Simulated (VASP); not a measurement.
A run of VASP 6.6.1 is set up as follows.

INCAR

```
SYSTEM = ScF3
ALGO = Normal
EDIFF = 1E-6
ENCUT = 520
ISIF = 2
ISMEAR = -1
LASPH = .True.
LCHARG = .False.
LREAL = .False.
LWAVE = .False.
NBANDS = 24
NELM = 100
PREC = Accurate
SIGMA = 0.02
```

The input KPOINTS:

```
k-points
0
Gamma
  6 6 6
  0 0 0
```

File POSCAR:

```
ScF3
1.0
    4.0124500000      0.0000000000      0.0000000000
    0.0000000000      4.0124500000      0.0000000000
    0.0000000000      0.0000000000      4.0525745000
Sc F
1 3
Direct
    0.0000000000      0.0000000000      0.0000000000
    0.5000000000      0.0000000000      0.0000000000
    0.0000000000      0.5000000000      0.0000000000
    0.0000000000      0.0000000000      0.5000000000
```

Potentials or basis: VASP PAW LDA potentials, release 64 (Sc_sv, F).

Command:

```bash
$ cat potpaw_LDA.64/Sc_sv/POTCAR potpaw_LDA.64/F/POTCAR > POTCAR
$ mpirun -np 1 vasp_std > vasp.out
```

(1) Estimate the band gap on the k mesh.

(2) What does it give for the pressure?

Answers

(1) 6.11 eV, indirect (least direct gap 6.62 eV).

(2) -3.2 GPa.

Caveat: the cell differs from its parent crystal (zz strain of +1 %).
